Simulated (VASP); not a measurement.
Crystal: SrO.

```
Sr O
1.0
     0.00000    2.57989    2.57989
     2.57989    0.00000    2.57989
     2.57989    2.57989    0.00000
Sr O
1 1
Direct
  0.50000 0.50000 0.50000
  0.00000 0.00000 0.00000
```

Base run:

- Program: VASP 6.6.1
- Functional: r2SCAN
- Potentials or basis: VASP PAW PBE potentials, release 64 (Sr_sv, O)
- Cutoff: 520 eV
- k mesh: 8 × 8 × 8
- Occupations: gaussian, width 0.01 eV
- Spin: no spin polarisation

Its results: band gap on the k mesh 3.75 eV, indirect (least direct gap 3.84 eV); pressure 0.5 GPa.

Q: The run is repeated on the same cell with these changes: functional from r2SCAN to PBE. What comes out?

A: Band gap on the k mesh 3.27 eV, indirect (least direct gap 3.37 eV); pressure 2.4 GPa.

r2SCAN gives the wider gap, since meta-GGAs in the generalised Kohn-Sham scheme recover part of the derivative discontinuity.

Caveats: the PAW data sets were made with another functional, which shifts forces and pressure a little (some runs).

A k mesh can miss the band edges.
